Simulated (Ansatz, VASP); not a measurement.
## Two plane-wave programs on AsPt

```
As Pt
1.0
     3.21948    0.00000    0.00000
     0.00000    3.21948    0.00000
     0.00000    0.00000    3.22718
As Pt
1 1
Direct
  0.00000 0.00000 0.00000
  0.50000 0.50000 0.50000
```

Change from the starting cell: species swapped into the MnPd type (P4/mmm, No. 123).

Alike in both runs: functional PBE; k mesh 18 × 18 × 16; occupations gaussian, width 0.1 eV; no spin polarisation.

Ansatz relaxed the structure, and its values are those at the end. VASP's run is a single point on that final structure, the one shown.

```csv
,VASP,Ansatz
version,VASP 6.6.1,Ansatz 0.2.0
potentials or method,"VASP PAW PBE potentials, release 64 (As, Pt), cutoff 520 eV","scalar-relativistic, plane waves, PAW"
valence electrons in the cell,15,33
```

```csv
,VASP,Ansatz,Ansatz less VASP
gap on the k mesh at the Fermi level (eV),none,none,-
pressure (GPa),0.0,0.0,+0.04
```

A gap of «none» marks a metal or a gap that the smearing closes. With one functional, cell and mesh, what is left measures potentials, basis and numerics. VASP's potentials hold 15 valence electrons a cell and Ansatz's 33, so a difference there can come from the potentials and not from the codes.

Spin-orbit coupling is off throughout.
